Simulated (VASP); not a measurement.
# Sc4Au11 (a cell with a defect) in VASP: single point with PBEsol

Aim: the single point of Sc4Au11 (a cell with a defect) with PBEsol.

Everything below comes from runs of VASP 6.6.1. Logs are shortened: lines on timing, memory, paths and dates and some standing lists are left out, and cuts for length are marked.

## Step 1: The cell of the first run

The cell holds a defect, 15 atoms: a = 9.375 Å, b = 9.375 Å, c = 4.687 Å, α = 60.00°, β = 60.00°, γ = 60.00°.

## Step 2: Single point, PBEsol

INCAR reads:

```
  PREC = Accurate
  ENCUT = 400
  EDIFF = 1E-6
  ISMEAR = -1
  SIGMA = 0.05
  LREAL = F
  LASPH = T
  NELM = 120
  ALGO = Normal
  ISIF = 2
  LWAVE = F
  LCHARG = F
  GGA = PS
  NBANDS = 96
  GGA_COMPAT = F
```

KPOINTS reads:

```
regular mesh
0
Gamma
  4 4 4
```

POSCAR reads:

```
Sc4Au11
1.0
    0.0000000000      6.6289800000      6.6289800000
    6.6289800000      0.0000000000      6.6289800000
    3.3144900000      3.3144900000      0.0000000000
Sc Au
4 11
Direct
    0.0000000000      0.0000000000      0.0000000000
    0.0000000000      0.5000000000      0.0000000000
    0.5000000000      0.0000000000      0.0000000000
    0.5000000000      0.5000000000      0.0000000000
    0.1250000000      0.1250000000      0.2500000000
    0.3750000000      0.3750000000      0.7500000000
    0.1250000000      0.6250000000      0.2500000000
    0.3750000000      0.8750000000      0.7500000000
    0.2500000000      0.7500000000      0.5000000000
    0.6250000000      0.1250000000      0.2500000000
    0.8750000000      0.3750000000      0.7500000000
    0.7500000000      0.2500000000      0.5000000000
    0.6250000000      0.6250000000      0.2500000000
    0.8750000000      0.8750000000      0.7500000000
    0.7500000000      0.7500000000      0.5000000000
```

Potentials or basis: VASP PAW PBE potentials, release 64 (Sc_sv, Au).

Command:

```bash
$ cat potpaw_PBE.64/Sc_sv/POTCAR potpaw_PBE.64/Au/POTCAR > POTCAR
$ mpirun -np 1 vasp_std > vasp.out
```

OUTCAR:

```text
PREC = Accurate
   ENCUT = 400
   EDIFF = 1E-6
   ISMEAR = -1
   LREAL = F
   LASPH = T
   NELM = 120
   ISIF = 2
   GGA = PS

 ion  position               nearest neighbor table
   1  0.000  0.000  0.000-  14 2.87   5 2.87   7 2.87   8 2.87  10 2.87  11 2.87  14 2.87   5 2.87
                             9 3.31  15 3.31  12 3.31   9 3.31  12 3.31
   2  0.000  0.500  0.000-  11 2.87   5 2.87   6 2.87   7 2.87  11 2.87  13 2.87  14 2.87   7 2.87
                            15 3.31  12 3.31   9 3.31  15 3.31
   3  0.500  0.000  0.000-   8 2.87   5 2.87   6 2.87   8 2.87  10 2.87  13 2.87  14 2.87  10 2.87
                            15 3.31   9 3.31  12 3.31  15 3.31
   4  0.500  0.500  0.000-   6 2.87   6 2.87   7 2.87   8 2.87  10 2.87  11 2.87  13 2.87  13 2.87
                             9 3.31   9 3.31  12 3.31  12 3.31  15 3.31
   5  0.125  0.125  0.250-   1 2.87   1 2.87   2 2.87   3 2.87   9 2.87  12 2.87  11 3.31   8 3.31
                            14 3.31   6 3.31   8 3.31  11 3.31
   6  0.375  0.375  0.750-   2 2.87   3 2.87   4 2.87   9 2.87  12 2.87   4 2.87  10 3.31   7 3.31
                             5 3.31   7 3.31  10 3.31  13 3.31
   7  0.125  0.625  0.250-   2 2.87   1 2.87   2 2.87   4 2.87   9 2.87  15 2.87   9 2.87  14 3.31
                             6 3.31   6 3.31   8 3.31  11 3.31  14 3.31
   8  0.375  0.875  0.750-   9 2.87   1 2.87   3 2.87   4 2.87   9 2.87  15 2.87   3 2.87  13 3.31
                             7 3.31   5 3.31   5 3.31  10 3.31  13 3.31
   9  0.250  0.750  0.500-   7 2.87   5 2.87   6 2.87   7 2.87   8 2.87  13 2.87  14 2.87   8 2.87
                             2 3.31   4 3.31   1 3.31   3 3.31   4 3.31   1 3.31
  10  0.625  0.125  0.250-   3 2.87   1 2.87   3 2.87   4 2.87  12 2.87  15 2.87  12 2.87  14 3.31
                             8 3.31   6 3.31  11 3.31   6 3.31  14 3.31
  11  0.875  0.375  0.750-  12 2.87   1 2.87   2 2.87   4 2.87  12 2.87  15 2.87   2 2.87  13 3.31
                            10 3.31   5 3.31   5 3.31   7 3.31  13 3.31
  12  0.750  0.250  0.500-  10 2.87   5 2.87   6 2.87  10 2.87  11 2.87  13 2.87  14 2.87  11 2.87
                             3 3.31   4 3.31   1 3.31   2 3.31   4 3.31   1 3.31
  13  0.625  0.625  0.250-   4 2.87   2 2.87   3 2.87   4 2.87   9 2.87  12 2.87  15 2.87  15 2.87
                             8 3.31   6 3.31   8 3.31  11 3.31  14 3.31  11 3.31
  14  0.875  0.875  0.750-  15 2.87   1 2.87   2 2.87   3 2.87   9 2.87  12 2.87  15 2.87   1 2.87
                            13 3.31  10 3.31   7 3.31   5 3.31   7 3.31  10 3.31
  15  0.750  0.750  0.500-  13 2.87   7 2.87   8 2.87  10 2.87  11 2.87  13 2.87  14 2.87  14 2.87
                             3 3.31   4 3.31   1 3.31   2 3.31   3 3.31   2 3.31

  LATTYP: Found a base centered orthorhombic cell.
 ALAT       =     9.3747934207
 B/A-ratio  =     1.4142135624
 C/A-ratio  =     0.5000000000

  Lattice vectors:

 A1 = (  -3.3144900000,   3.3144900000,  -6.6289800000)
 A2 = (  -3.3144900000,   3.3144900000,   6.6289800000)
 A3 = (   3.3144900000,   3.3144900000,   0.0000000000)

Analysis of symmetry for initial positions (statically):
=====================================================================
 Subroutine PRICEL returns:
 Original cell was already a primitive cell.

 Routine SETGRP: Setting up the symmetry group for a
 base centered orthorhombic supercell.

 Subroutine GETGRP returns: Found  8 space group operations
 (whereof  4 operations were pure point group operations)
 out of a pool of  8 trial point group operations.

The static configuration has the point symmetry C_2v.
 The point group associated with its full space group is D_2h.

Analysis of symmetry for dynamics (positions and initial velocities):
=====================================================================
 Subroutine PRICEL returns:
 Original cell was already a primitive cell.

 Routine SETGRP: Setting up the symmetry group for a
 base centered orthorhombic supercell.

 Subroutine GETGRP returns: Found  8 space group operations
 (whereof  4 operations were pure point group operations)
 out of a pool of  8 trial point group operations.

The dynamic configuration has the point symmetry C_2v.
 The point group associated with its full space group is D_2h.

 Subroutine INISYM returns: Found  8 space group operations
 (whereof  4 operations are pure point group operations),
 and found     1 'primitive' translations

----------------------------------------------------------------------------------------

                                     Primitive cell

  volume of cell :     291.2998

[... 64 lines left out ...]
 Subroutine IBZKPT returns following result:
 ===========================================

 Found     21 irreducible k-points:

 Following reciprocal coordinates:
            Coordinates               Weight
  0.000000  0.000000  0.000000      1.000000
  0.250000  0.000000  0.000000      4.000000
  0.500000  0.000000  0.000000      2.000000
  0.250000  0.250000  0.000000      2.000000
  0.500000  0.250000  0.000000      4.000000
 -0.250000  0.250000  0.000000      2.000000
[... 13 lines left out ...]
 -0.250000  0.250000  0.500000      2.000000
  0.500000  0.500000  0.500000      1.000000
   k-points           NKPTS =     21   k-points in BZ     NKDIM =     21   number of bands    NBANDS=     96
   number of dos      NEDOS =    301   number of ions     NIONS =     15
   total plane-waves  NPLWV = 131072
   dimension x,y,z NGX =    64 NGY =   64 NGZ =   32
   dimension x,y,z NGXF=   128 NGYF=  128 NGZF=   64
   ions per type =               4  11
   NGX,Y,Z   is equivalent  to a cutoff of  11.35, 11.35, 11.35 a.u.
   NGXF,Y,Z  is equivalent  to a cutoff of  22.70, 22.70, 22.70 a.u.
 SYSTEM =  unknown system
   PREC   = accura    normal or accurate (medium, high low for compatibility)
   ISTART =      0    job   : 0-new  1-cont  2-samecut
   ICHARG =      2    charge: 1-file 2-atom 10-const
   ISPIN  =      1    spin polarized calculation?
   LNONCOLLINEAR =      F non collinear calculations
   LSORBIT =      F    spin-orbit coupling
   LASPH  =      T    aspherical Exc in radial PAW
   ENCUT  =  400.0 eV  29.40 Ry    5.42 a.u.  15.29 15.29  7.64*2*pi/ulx,y,z
   NELM   =    120;   NELMIN=  2; NELMDL= -5     # of ELM steps
   EDIFF  = 0.1E-05   stopping-criterion for ELM
   LREAL  =      F    real-space projection
   EDIFFG = 0.1E-04   stopping-criterion for IOM
   NSW    =      0    number of steps for IOM
   IBRION =     -1    ionic relax: 0-MD 1-quasi-New 2-CG
   NFREE  =      0    steps in history (QN), initial steepest desc. (CG)
   ISIF   =      2    stress and relaxation
   ISYM   =      2    0-nonsym 1-usesym 2-fastsym
   POTIM  = 0.5000    time-step for ionic-motion
   TEBEG  =    0.0;   TEEND  =   0.0 temperature during run
   PSTRESS=    0.0 pullay stress
   NELECT =     165.0000    total number of electrons
   NUPDOWN=      -1.0000    fix difference up-down
   EMIN   =  10.00;   EMAX   =-10.00  energy-range for DOS
   EFERMI =   0.00;   METHOD = LEGACY
   ISMEAR =    -1;   SIGMA  =   0.05  broadening in eV -4-tet -1-fermi 0-gaus
   EFERMI_NEDOS =   21; number of points for ismear=-14 and -15
   IALGO  =     38    algorithm
   IMIX   =      4    mixing-type and parameters
     AMIX     =   0.40;   BMIX     =  1.00
     AMIX_MAG =   1.60;   BMIX_MAG =  1.00
  volume/ion in A,a.u.               =      19.42       131.05
  Fermi-wavevector in a.u.,A,eV,Ry     =   1.354533  2.559695 24.963403  1.834758
  Thomas-Fermi vector in A             =   2.481696
   LORBIT       =      0    0 simple, 1 ext, 2 COOP (PROOUT), +10 PAW based schemes
   GGA     = PS    functional components
   LHFCALC =     F    Hartree Fock is set to
   AEXX    =    0.0000 exact exchange contribution
   IVDW    =     0    specifies the selected vdW correction
   LEPSILON=     F    determine dielectric tensor
   LRPA    =     F    only Hartree local field effects (RPA)
 non-spin polarized calculation
  energy-cutoff  :      400.00
  volume of cell :      291.30
 maximum number of plane-waves:      5361
 NGX is ok and might be reduce to    64
   NGX = 31   NGY = 31   NGZ = 15

 number of electron     165.0000063 magnetization

 Free energy of the ion-electron system (eV)
  ---------------------------------------------------
  ext. energy  EPLUGINS =         0.00000000
  ---------------------------------------------------
  free energy    TOTEN  =       -77.64687951 eV

  energy without entropy =      -77.57567595  energy(sigma->0) =      -77.61127773

 E-fermi :   7.1750     XC(G=0): -11.7568

 val. band max:        7.1740812213   @ k =   0.5000   0.2500   0.0000
 cond. band min:       7.1778405223   @ k =   0.5000   0.2500   0.5000
 fundamental gap:      0.0037593010
 Fermi energy:         7.1750328569

 k-point     1 :       0.0000    0.0000    0.0000
  band No.  band energies     occupation
      1     -42.8582      2.00000
      2     -42.8580      2.00000
      3     -42.6408      2.00000
      4     -42.6407      2.00000
      5     -21.5721      2.00000
      6     -21.5670      2.00000
[... 2026 lines left out ...]
     93       8.9950      0.00000
     94       8.9972      0.00000
 [bands above 94 left out]

------------------------ aborting loop because EDIFF is reached ----------------------------------------

  FORCE on cell =-STRESS in cart. coord.  units (eV):
  Direction    XX          YY          ZZ          XY          YZ          ZX
  --------------------------------------------------------------------------------------
  -------------------------------------------------------------------------------------
  Total       -9.1523452     -9.1523452     -9.6003163     -0.5182048     -0.0000000     -0.0000000
  in kB      -50.3387986    -50.3387986    -52.8026839     -2.8501776     -0.0000000     -0.0000000
  external PRESSURE =     -51.1600937 kB  Pullay stress =       0.0000000 kB

 VOLUME and BASIS-vectors are now :
 -----------------------------------------------------------------------------
  energy-cutoff  :      400.00
  volume of cell :      291.30
      direct lattice vectors                 reciprocal lattice vectors
     0.000000000  6.628980000  6.628980000    -0.075426385  0.075426385  0.075426385
     6.628980000  0.000000000  6.628980000     0.075426385 -0.075426385  0.075426385
     3.314490000  3.314490000  0.000000000     0.150852771  0.150852771 -0.150852771

 POSITION                                       TOTAL-FORCE (eV/Angst)
 -----------------------------------------------------------------------------------
      0.00000      0.00000      0.00000         0.000000     -0.000000      0.007842
      3.31449      0.00000      3.31449         0.024142     -0.024142     -0.000000
      0.00000      3.31449      3.31449        -0.024142      0.024142     -0.000000
      3.31449      3.31449      6.62898         0.000000     -0.000000     -0.007842
      1.65725      1.65725      1.65725        -0.000000     -0.000000      0.498501
      4.97174      4.97174      4.97174         0.000000      0.000000     -0.498501
      4.97173      1.65725      4.97173        -0.201049      0.201049     -0.189396
      8.28623      4.97174      8.28623         0.201049     -0.201049      0.189396
      6.62898      3.31449      6.62898         0.000000     -0.000000     -0.000000
      1.65725      4.97173      4.97173         0.201049     -0.201049     -0.189396
      4.97174      8.28623      8.28623        -0.201049      0.201049      0.189396
      3.31449      6.62898      6.62898         0.000000     -0.000000     -0.000000
      4.97173      4.97173      8.28622         0.000000     -0.000000      0.055186
      8.28623      8.28623     11.60072         0.000000     -0.000000     -0.055186
      6.62898      6.62898      9.94347         0.000000     -0.000000     -0.000000
 -----------------------------------------------------------------------------------
    total drift:                                0.000000      0.000000     -0.000000

  FREE ENERGIE OF THE ION-ELECTRON SYSTEM (eV)
  ---------------------------------------------------
  free  energy   TOTEN  =       -77.6468795134 eV

  energy  without entropy=      -77.5756759487  energy(sigma->0) =      -77.61127773
```

Wall time 8.4 min (1 thread of Intel Xeon 6975P-C (Granite Rapids), shared host); peak memory 0.51 GiB.

Results:

| Item | Value |
| --- | --- |
| Free energy | -77.6469 eV |
| Pressure | -5.1 GPa |
| Largest force | 0.499 eV/Å |
| Band gap on the k mesh | zero (an odd number of electrons rules out a gap without spin polarisation) |

Forces on the atoms (eV/Å):
```
Sc   0.000  0.000  0.008
Sc   0.024 -0.024  0.000
Sc  -0.024  0.024  0.000
Sc   0.000  0.000 -0.008
Au   0.000  0.000  0.499
Au   0.000  0.000 -0.499
Au  -0.201  0.201 -0.189
Au   0.201 -0.201  0.189
Au   0.000  0.000  0.000
Au   0.201 -0.201 -0.189
Au  -0.201  0.201  0.189
Au   0.000  0.000  0.000
Au   0.000  0.000  0.055
Au   0.000  0.000 -0.055
Au   0.000  0.000  0.000
```

Levels at points of the mesh, in eV from the Fermi level:
| k point | band 79 | band 80 | band 81 | band 82 | band 83 | band 84 | band 85 | band 86 |
| --- | --- | --- | --- | --- | --- | --- | --- | --- |
| (0.00, 0.00, 0.00) | -0.49 | -0.16 | -0.07 | 0.54 | 0.66 | 0.68 | 0.82 | 0.82 |
| (0.50, 0.00, 0.00) | -1.09 | -0.51 | -0.44 | 0.11 | 0.44 | 0.66 | 0.67 | 0.98 |
| (0.50, 0.50, 0.00) | -1.15 | -0.31 | -0.07 | -0.04 | 0.03 | 0.22 | 0.33 | 0.91 |
| (0.00, 0.00, 0.50) | -1.68 | -0.48 | -0.46 | -0.34 | -0.13 | -0.07 | 0.06 | 0.54 |
| (0.50, 0.00, 0.50) | -1.91 | -0.84 | -0.62 | -0.35 | -0.06 | 0.10 | 0.14 | 0.44 |
| (0.50, 0.50, 0.50) | -1.63 | -1.60 | -1.60 | -1.45 | -1.11 | -0.84 | -0.54 | 0.91 |

Caveat: the PAW data sets were made with another functional, which shifts forces and pressure a little; spin-orbit coupling is left out, which moves the levels of the heavy elements.
